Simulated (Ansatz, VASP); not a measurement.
# PC4: VASP beside Ansatz

```
P C
1.0
     2.46645    0.00000    0.00000
    -1.23322    2.13601    0.00000
     0.00000    0.00000   13.36951
P C
1 4
Direct
  0.00000 0.00000 0.00000
  0.33333 0.66667 0.66523
  0.33333 0.66667 0.33477
  0.66667 0.33333 0.33477
  0.66667 0.33333 0.66523
```

Change from the starting cell: species swapped into the Co4H type (P-3m1, No. 164).

Alike in both runs: functional PBE; k mesh 18 × 18 × 4; occupations gaussian, width 0.1 eV; no spin polarisation.

Ansatz relaxed the structure, and its values are those at the end. VASP's run is a single point on that final structure, the one shown.

```csv
,VASP,Ansatz
version,VASP 6.6.1,Ansatz 0.2.0
potentials or method,"VASP PAW PBE potentials, release 64 (P, C), cutoff 520 eV","scalar-relativistic, plane waves, PAW"
valence electrons in the cell,21,21
```

```tsv
	VASP	Ansatz	Ansatz less VASP
gap on the k mesh at the Fermi level (eV)	none	none	-
pressure (GPa)	0.2	0.0	-0.17
```

A gap of «none» marks a metal or a gap that the smearing closes.
